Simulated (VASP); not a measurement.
# W (R3m) in VASP: further runs

Runs on W. Level: PBEsol. Tasks: single point.

All numbers are computed with VASP 6.6.1; they aren't measurements. Logs are shortened: lines on timing, memory, paths and dates and some standing lists are left out, and cuts for length are marked.

## (1) The cell of the first run

It takes space group R3m (No. 160, trigonal). The conventional cell has a = 5.742 Å, b = 5.742 Å, c = 14.064 Å, α = 90.00°, β = 90.00°, γ = 120.00°. Within 3.6 Å of W (site symmetry 3m) lie 12 W at 2.71 to 3.04 Å. W (site symmetry m) has 12 W at 2.71 to 3.04 Å within 3.6 Å. Within 3.8 Å of W (site symmetry m) lie 12 W at 2.87 to 2.88 Å. W (site symmetry 3m) has 15 W at 2.87 to 3.95 Å within 4.0 Å.

## (2) Single point, PBEsol (atom 1 (W) moved -0.200 Å along Cartesian [1 1 1])

The input, INCAR:

```
PREC = Accurate ; ENCUT = 520
EDIFF = 1E-6 ; ISMEAR = 0
SIGMA = 0.15 ; LREAL = False
LASPH = True ; NELM = 80
ALGO = Fast ; ISIF = 2
LWAVE = False ; LCHARG = False
GGA = PS ; NBANDS = 66
```

The input, KPOINTS:

```
regular mesh
0
Gamma
  10 10 10
```

The input, POSCAR:

```
W
1.0
    0.0000000000      4.0600000000      4.0600000000
    4.0600000000      0.0000000000      4.0600000000
    4.0600000000      4.0600000000      0.0000000000
W
8
Direct
   -0.0142204500     -0.0142204500     -0.0142204500
    0.0000000000      0.0000000000      0.5000000000
    0.0000000000      0.5000000000      0.0000000000
    0.0000000000      0.5000000000      0.5000000000
    0.5000000000      0.0000000000      0.0000000000
    0.5000000000      0.0000000000      0.5000000000
    0.5000000000      0.5000000000      0.0000000000
    0.5000000000      0.5000000000      0.5000000000
```

Potentials or basis: VASP PAW PBE potentials, release 64 (W_sv).

On the command line:

```
> cat potpaw_PBE.64/W_sv/POTCAR > POTCAR
> mpirun -np 1 vasp_std > vasp.out
```

OUTCAR:

```text
PREC = Accurate
   ENCUT = 520
   EDIFF = 1E-6
   ISMEAR = 0
   LREAL = False
   LASPH = True
   NELM = 80
   ISIF = 2
   GGA = PS

 ion  position               nearest neighbor table
   1  0.986  0.986  0.986-   2 2.71   3 2.71   5 2.71   7 2.88   7 2.88   6 2.88   4 2.88   6 2.88
                             4 2.88   2 3.04   5 3.04   3 3.04
   2  0.000  0.000  0.500-   1 2.71   4 2.87   6 2.87   3 2.87   5 2.87   3 2.87   4 2.87   8 2.87
                             5 2.87   6 2.87   8 2.87   1 3.04
   3  0.000  0.500  0.000-   1 2.71   4 2.87   7 2.87   2 2.87   4 2.87   8 2.87   2 2.87   5 2.87
                             5 2.87   7 2.87   8 2.87   1 3.04
   4  0.000  0.500  0.500-   2 2.87   3 2.87   8 2.87   3 2.87   7 2.87   2 2.87   6 2.87   6 2.87
                             7 2.87   8 2.87   1 2.88   1 2.88
   5  0.500  0.000  0.000-   1 2.71   6 2.87   7 2.87   2 2.87   6 2.87   8 2.87   3 2.87   7 2.87
                             8 2.87   2 2.87   3 2.87   1 3.04
   6  0.500  0.000  0.500-   2 2.87   5 2.87   8 2.87   5 2.87   7 2.87   4 2.87   7 2.87   8 2.87
                             2 2.87   4 2.87   1 2.88   1 2.88
   7  0.500  0.500  0.000-   3 2.87   5 2.87   8 2.87   4 2.87   6 2.87   8 2.87   5 2.87   6 2.87
                             3 2.87   4 2.87   1 2.88   1 2.88
   8  0.500  0.500  0.500-   4 2.87   6 2.87   7 2.87   3 2.87   5 2.87   7 2.87   2 2.87   5 2.87
                             6 2.87   2 2.87   3 2.87   4 2.87

  LATTYP: Found a face centered cubic cell.
 ALAT       =     8.1200000000

  Lattice vectors:

 A1 = (   0.0000000000,   4.0600000000,   4.0600000000)
 A2 = (   4.0600000000,   0.0000000000,   4.0600000000)
 A3 = (   4.0600000000,   4.0600000000,   0.0000000000)

Analysis of symmetry for initial positions (statically):
=====================================================================
 Subroutine PRICEL returns:
 Original cell was already a primitive cell.

 Routine SETGRP: Setting up the symmetry group for a
 face centered cubic supercell.

 Subroutine GETGRP returns: Found  6 space group operations
 (whereof  6 operations were pure point group operations)
 out of a pool of 48 trial point group operations.

The static configuration has the point symmetry C_3v.

Analysis of symmetry for dynamics (positions and initial velocities):
=====================================================================
 Subroutine PRICEL returns:
 Original cell was already a primitive cell.

 Routine SETGRP: Setting up the symmetry group for a
 face centered cubic supercell.

 Subroutine GETGRP returns: Found  6 space group operations
 (whereof  6 operations were pure point group operations)
 out of a pool of 48 trial point group operations.

The dynamic configuration has the point symmetry C_3v.

 Subroutine INISYM returns: Found  6 space group operations
 (whereof  6 operations are pure point group operations),
 and found     1 'primitive' translations

----------------------------------------------------------------------------------------

                                     Primitive cell

  volume of cell :     133.8468

  direct lattice vectors                    reciprocal lattice vectors
     0.000000000  4.060000000  4.060000000    -0.123152709  0.123152709  0.123152709
     4.060000000  0.000000000  4.060000000     0.123152709 -0.123152709  0.123152709
     4.060000000  4.060000000  0.000000000     0.123152709  0.123152709 -0.123152709

  length of vectors
     5.741707063  5.741707063  5.741707063     0.213306750  0.213306750  0.213306750

  position of ions in fractional coordinates (direct lattice)
     0.985779550  0.985779550  0.985779550
     0.000000000  0.000000000  0.500000000
     0.000000000  0.500000000  0.000000000
     0.000000000  0.500000000  0.500000000
     0.500000000  0.000000000  0.000000000
     0.500000000  0.000000000  0.500000000
     0.500000000  0.500000000  0.000000000
     0.500000000  0.500000000  0.500000000

  ion indices of the primitive-cell ions
   primitive index   ion index
                 1           1
                 2           2
                 3           3
                 4           4
                 5           5
                 6           6
                 7           7
                 8           8

----------------------------------------------------------------------------------------

 KPOINTS: regular mesh

Automatic generation of k-mesh.
 Grid dimensions read from file:
 generate k-points for:   10   10   10

 Generating k-lattice:

  Cartesian coordinates                     Fractional coordinates (reciprocal lattice)
    -0.012315271  0.012315271  0.012315271     0.100000000  0.000000000  0.000000000
     0.012315271 -0.012315271  0.012315271     0.000000000  0.100000000  0.000000000
     0.012315271  0.012315271 -0.012315271     0.000000000  0.000000000  0.100000000

  Length of vectors
     0.021330675  0.021330675  0.021330675

  Shift w.r.t. Gamma in fractional coordinates (k-lattice)
     0.000000000  0.000000000  0.000000000

 Subroutine IBZKPT returns following result:
 ===========================================

 Found    116 irreducible k-points:

 Following reciprocal coordinates:
            Coordinates               Weight
  0.000000  0.000000  0.000000      1.000000
  0.100000  0.000000  0.000000      6.000000
  0.100000  0.100000  0.100000      2.000000
  0.200000  0.000000  0.000000      6.000000
  0.200000  0.200000  0.200000      2.000000
  0.300000  0.000000  0.000000      6.000000
[... 16 lines left out ...]
  0.100000  0.100000 -0.400000      6.000000
  0.500000  0.400000  0.500000      6.000000
 [... further k-points ...]
   k-points           NKPTS =    116   k-points in BZ     NKDIM =    116   number of bands    NBANDS=     66
   number of dos      NEDOS =    301   number of ions     NIONS =      8
   total plane-waves  NPLWV = 110592
   dimension x,y,z NGX =    48 NGY =   48 NGZ =   48
   dimension x,y,z NGXF=    96 NGYF=   96 NGZF=   96
   ions per type =               8
   NGX,Y,Z   is equivalent  to a cutoff of  13.90, 13.90, 13.90 a.u.
   NGXF,Y,Z  is equivalent  to a cutoff of  27.80, 27.80, 27.80 a.u.
 SYSTEM =  unknown system
   PREC   = accura    normal or accurate (medium, high low for compatibility)
   ISTART =      0    job   : 0-new  1-cont  2-samecut
   ICHARG =      2    charge: 1-file 2-atom 10-const
   ISPIN  =      1    spin polarized calculation?
   LNONCOLLINEAR =      F non collinear calculations
   LSORBIT =      F    spin-orbit coupling
   LASPH  =      T    aspherical Exc in radial PAW
   ENCUT  =  520.0 eV  38.22 Ry    6.18 a.u.  10.68 10.68 10.68*2*pi/ulx,y,z
   NELM   =     80;   NELMIN=  2; NELMDL= -5     # of ELM steps
   EDIFF  = 0.1E-05   stopping-criterion for ELM
   LREAL  =      F    real-space projection
   EDIFFG = 0.1E-04   stopping-criterion for IOM
   NSW    =      0    number of steps for IOM
   IBRION =     -1    ionic relax: 0-MD 1-quasi-New 2-CG
   NFREE  =      0    steps in history (QN), initial steepest desc. (CG)
   ISIF   =      2    stress and relaxation
   ISYM   =      2    0-nonsym 1-usesym 2-fastsym
   POTIM  = 0.5000    time-step for ionic-motion
   TEBEG  =    0.0;   TEEND  =   0.0 temperature during run
   PSTRESS=    0.0 pullay stress
   NELECT =     112.0000    total number of electrons
   NUPDOWN=      -1.0000    fix difference up-down
   EMIN   =  10.00;   EMAX   =-10.00  energy-range for DOS
   EFERMI =   0.00;   METHOD = LEGACY
   ISMEAR =     0;   SIGMA  =   0.15  broadening in eV -4-tet -1-fermi 0-gaus
   EFERMI_NEDOS =   21; number of points for ismear=-14 and -15
   IALGO  =     68    algorithm
   IMIX   =      4    mixing-type and parameters
     AMIX     =   0.40;   BMIX     =  1.00
     AMIX_MAG =   1.60;   BMIX_MAG =  1.00
  volume/ion in A,a.u.               =      16.73       112.91
  Fermi-wavevector in a.u.,A,eV,Ry     =   1.542688  2.915258 32.380324  2.379887
  Thomas-Fermi vector in A             =   2.648457
   LORBIT       =      0    0 simple, 1 ext, 2 COOP (PROOUT), +10 PAW based schemes
   GGA     = PS    functional components
   LHFCALC =     F    Hartree Fock is set to
   AEXX    =    0.0000 exact exchange contribution
   IVDW    =     0    specifies the selected vdW correction
   LEPSILON=     F    determine dielectric tensor
   LRPA    =     F    only Hartree local field effects (RPA)
 non-spin polarized calculation
 RMM-DIIS sequential band-by-band and
 Gauss-broadening in eV      SIGMA  =   0.15
  energy-cutoff  :      520.00
  volume of cell :      133.85
 maximum number of plane-waves:      3647
 NGX is ok and might be reduce to    48
   NGX = 21   NGY = 21   NGZ = 21

 number of electron     112.0000012 magnetization

 Free energy of the ion-electron system (eV)
  ---------------------------------------------------
  ext. energy  EPLUGINS =         0.00000000
  ---------------------------------------------------
  free energy    TOTEN  =      -106.12491051 eV

  energy without entropy =     -106.00586312  energy(sigma->0) =     -106.06538681

 E-fermi :  10.0614     XC(G=0): -13.4438

 val. band max:       10.0603891001   @ k =   0.3000   0.2000   0.0000
 cond. band min:      10.0617079001   @ k =   0.3000   0.2000  -0.2000
 fundamental gap:      0.0013188000
 Fermi energy:        10.0614280543

 k-point     1 :       0.0000    0.0000    0.0000
  band No.  band energies     occupation
      1     -63.6098      2.00000
      2     -63.5146      2.00000
      3     -63.5141      2.00000
      4     -63.5141      2.00000
      5     -63.4968      2.00000
      6     -63.4803      2.00000
[... 58 lines left out ...]
     65      14.9477      0.00000
     66      14.9544      0.00000

 k-point     2 :       0.1000    0.0000    0.0000
  band No.  band energies     occupation
      1     -63.6074      2.00000
      2     -63.5162      2.00000
      3     -63.5137      2.00000
      4     -63.5134      2.00000
      5     -63.4967      2.00000
      6     -63.4812      2.00000
[... 1507 lines left out ...]
     65      12.2321      0.00000
     66      12.3885      0.00000

 k-point    24 :       0.5000    0.4000    0.5000
  band No.  band energies     occupation
      1     -63.5678      2.00000
      2     -63.5509      2.00000
      3     -63.5055      2.00000
      4     -63.5045      2.00000
      5     -63.4952      2.00000
      6     -63.4901      2.00000
[... 58 lines left out ...]
     65      12.1421      0.00000
     66      12.3282      0.00000

 [... further k-points ...]
[... 5 lines left out ...]
  --------------------------------------------------------------------------------------
  -------------------------------------------------------------------------------------
  Total       -9.2433505     -9.2433505     -9.2433505     -0.8846106     -0.8846106     -0.8846106
  in kB     -110.6450290   -110.6450290   -110.6450290    -10.5889917    -10.5889917    -10.5889917
  external PRESSURE =    -110.6450290 kB  Pullay stress =       0.0000000 kB

 VOLUME and BASIS-vectors are now :
 -----------------------------------------------------------------------------
  energy-cutoff  :      520.00
  volume of cell :      133.85
      direct lattice vectors                 reciprocal lattice vectors
     0.000000000  4.060000000  4.060000000    -0.123152709  0.123152709  0.123152709
     4.060000000  0.000000000  4.060000000     0.123152709 -0.123152709  0.123152709
     4.060000000  4.060000000  0.000000000     0.123152709  0.123152709 -0.123152709

 POSITION                                       TOTAL-FORCE (eV/Angst)
 -----------------------------------------------------------------------------------
      8.00453      8.00453      8.00453         0.904912      0.904912      0.904912
      2.03000      2.03000      0.00000        -0.902416     -0.902416      0.265207
      2.03000      0.00000      2.03000        -0.902416      0.265207     -0.902416
      4.06000      2.03000      2.03000         0.239130      0.218628      0.218628
      0.00000      2.03000      2.03000         0.265207     -0.902416     -0.902416
      2.03000      4.06000      2.03000         0.218628      0.239130      0.218628
      2.03000      2.03000      4.06000         0.218628      0.218628      0.239130
      4.06000      4.06000      4.06000        -0.041673     -0.041673     -0.041673
 -----------------------------------------------------------------------------------
    total drift:                                0.000087      0.000087      0.000087

  FREE ENERGIE OF THE ION-ELECTRON SYSTEM (eV)
  ---------------------------------------------------
  free  energy   TOTEN  =      -106.1249105141 eV

  energy  without entropy=     -106.0058631154  energy(sigma->0) =     -106.06538681
```

Run time: 23 min. Hardware: 1 thread of Oxide Virtual Turin-like, shared host; peak memory 0.75 GiB.

What came out:

| Property | Result |
| --- | --- |
| Free energy | -106.1249 eV |
| Pressure | -11.1 GPa |
| Largest force | 1.567 eV/Å |
| Band gap on the k mesh | zero (bands 56 and 57 overlap by 0.78 eV) |

Forces in eV/Å, atoms in the order of the input:
```
W    0.905  0.905  0.905
W   -0.902 -0.902  0.265
W   -0.902  0.265 -0.902
W    0.239  0.219  0.219
W    0.265 -0.902 -0.902
W    0.219  0.239  0.219
W    0.219  0.219  0.239
W   -0.042 -0.042 -0.042
```

Stress tensor (GPa, compression positive):
```
-11.06  -1.06  -1.06
 -1.06 -11.06  -1.06
 -1.06  -1.06 -11.06
```

Levels at points of the mesh, in eV from the Fermi level:
| k point | band 54 | band 55 | band 56 | band 57 | band 58 | band 59 |
| --- | --- | --- | --- | --- | --- | --- |
| (0.00, 0.00, 0.00) | -0.50 | 0.59 | 0.60 | 0.60 | 0.63 | 2.40 |
| (0.50, 0.00, 0.00) | -0.82 | -0.24 | -0.11 | -0.11 | 0.03 | 1.28 |
| (0.50, 0.50, 0.50) | -0.62 | -0.16 | -0.16 | -0.06 | -0.06 | 1.02 |
| (0.50, 0.50, 0.00) | -1.56 | -0.29 | 0.05 | 0.63 | 0.79 | 0.79 |

Caveat: the cell differs from its parent crystal (atom 1 (W) moved -0.200 Å along Cartesian [1 1 1]); the cell stands under tension; the PAW data sets were made with another functional, which shifts forces and pressure a little; spin-orbit coupling is left out, which moves the levels of the heavy elements.

## (3) Single point, PBEsol (atom 1 (W) moved +0.140 Å along Cartesian [1 1 1])

The input, INCAR:

```
ALGO = Fast ; EDIFF = 1E-6
ENCUT = 520 ; GGA = PS
ISIF = 2 ; ISMEAR = 0
LASPH = True ; LCHARG = True
LELF = True ; LREAL = False
LVHAR = True ; LWAVE = False
NBANDS = 66 ; NELM = 80
PREC = Accurate ; SIGMA = 0.15
```

The input, KPOINTS:

```
k-points
0
Gamma
  10 10 10
```

POSCAR: that of step 2 with these lines changed.

```diff
@@ -8,3 +8,3 @@
 Direct
-   -0.0142204500     -0.0142204500     -0.0142204500
+    0.0099543150      0.0099543150      0.0099543150
     0.0000000000      0.0000000000      0.5000000000
```

Potentials or basis: VASP PAW PBE potentials, release 64 (W_sv).

On the command line:

```
> cat potpaw_PBE.64/W_sv/POTCAR > POTCAR
> mpirun -np 1 vasp_std > vasp.out
```

Wall time 39 min (1 thread of Oxide Virtual Turin-like, shared host); peak memory 0.76 GiB.

The run converged. Its results:

| Item | Value |
| --- | --- |
| Free energy | -106.2088 eV |
| Pressure | -11.6 GPa |
| Largest force | 1.209 eV/Å |
| Band gap on the k mesh | zero (bands 56 and 57 overlap by 0.79 eV) |

Forces in eV/Å, atoms in the order of the input:
```
W   -0.698 -0.698 -0.698
W    0.658  0.658 -0.172
W    0.658 -0.172  0.658
W   -0.164 -0.156 -0.156
W   -0.172  0.658  0.658
W   -0.156 -0.164 -0.156
W   -0.156 -0.156 -0.164
W    0.030  0.030  0.030
```

Stress tensor (GPa, compression positive):
```
-11.60  -0.55  -0.55
 -0.55 -11.60  -0.55
 -0.55  -0.55 -11.60
```

Levels at points of the mesh, in eV from the Fermi level:
```csv
k point,band 52,band 53,band 54,band 55,band 56,band 57,band 58,band 59,band 60,band 61
"(0.00, 0.00, 0.00)",-0.56,-0.56,-0.52,0.60,0.60,0.60,0.61,2.45,2.45,2.97
"(0.50, 0.00, 0.00)",-0.93,-0.88,-0.85,-0.18,-0.12,-0.11,-0.03,1.31,1.36,1.38
"(0.50, 0.50, 0.50)",-0.93,-0.93,-0.75,-0.14,-0.14,-0.08,-0.08,1.15,1.15,1.35
"(0.50, 0.50, 0.00)",-1.77,-1.76,-1.65,-0.24,0.00,0.74,0.82,0.83,0.85,1.22
```

Caveat: the cell differs from its parent crystal (atom 1 (W) moved +0.140 Å along Cartesian [1 1 1]); the cell stands under tension; the PAW data sets were made with another functional, which shifts forces and pressure a little; spin-orbit coupling is left out, which moves the levels of the heavy elements.
